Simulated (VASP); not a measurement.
Wanted: the native input for a VASP 6.6.1 run.

```
Task                   : single point
Functional             : LDA
Potentials or basis    : VASP PAW LDA potentials, release 64 (Mg, O)
Cutoff                 : 520 eV
k mesh                 : 4 × 4 × 4
Occupations            : gaussian, width 0.05 eV
Spin                   : no spin polarisation
Dipole correction      : no
Further INCAR settings : ALGO = Normal; EDIFF = 1e-06; NBANDS = 36
```

The structure of MgO lies in POSCAR:

```
MgO
1.0
    5.5230736673      0.0000000000      0.0000000000
    0.0000000000      5.5230736673      0.0000000000
    0.0000000000      0.0000000000      5.5230736673
Mg O
6 6
Direct
    0.2500000000     -0.0210480887      0.5000000000
    0.0000000000      0.5210480887      0.2500000000
    0.5000000000      0.7500000000      0.0000000000
    0.7500000000     -0.0210480887      0.5000000000
    0.0000000000      0.5210480887      0.7500000000
    0.5000000000      0.2500000000      0.0000000000
    0.2500000000      0.4944992792      0.0000000000
    0.5000000000      0.0055007208      0.2500000000
    0.0000000000      0.7500000000      0.5000000000
    0.7500000000      0.4944992792      0.0000000000
    0.5000000000      0.0055007208      0.7500000000
    0.0000000000      0.2500000000      0.5000000000
```

This cell differs from its parent crystal: atoms displaced along a vibrational mode.

The input as run:

INCAR

```
SYSTEM = MgO
ALGO = Normal
EDIFF = 1E-6
ENCUT = 520
ISIF = 2
ISMEAR = 0
LASPH = .TRUE.
LCHARG = .TRUE.
LELF = .TRUE.
LREAL = .FALSE.
LVHAR = .TRUE.
LWAVE = .FALSE.
NBANDS = 36
NELM = 80
PREC = Accurate
SIGMA = 0.05
```

KPOINTS

```
k-points
0
G
  4 4 4
  0 0 0
```

Potentials or basis: VASP PAW LDA potentials, release 64 (Mg, O).

Run with:

```sh
$ cat potpaw_LDA.64/Mg/POTCAR potpaw_LDA.64/O/POTCAR > POTCAR
$ mpirun -np 1 vasp_std > vasp.out
```

Results of the run:

```json
{
 "Pressure": "-0.3 GPa",
 "Largest force": "2.002 eV/Å",
 "Band gap on the k mesh": "2.64 eV (least direct gap 2.67 eV)"
}
```

Caveat: the cell differs from its parent crystal (atoms displaced along a vibrational mode); forces of over 1 eV/Å act on the atoms, so gaps and moduli don't describe the material at rest.

Run time: 3.2 min on 1 thread of Intel Xeon 8259CL, with other jobs on the host, peak memory 0.26 GiB.
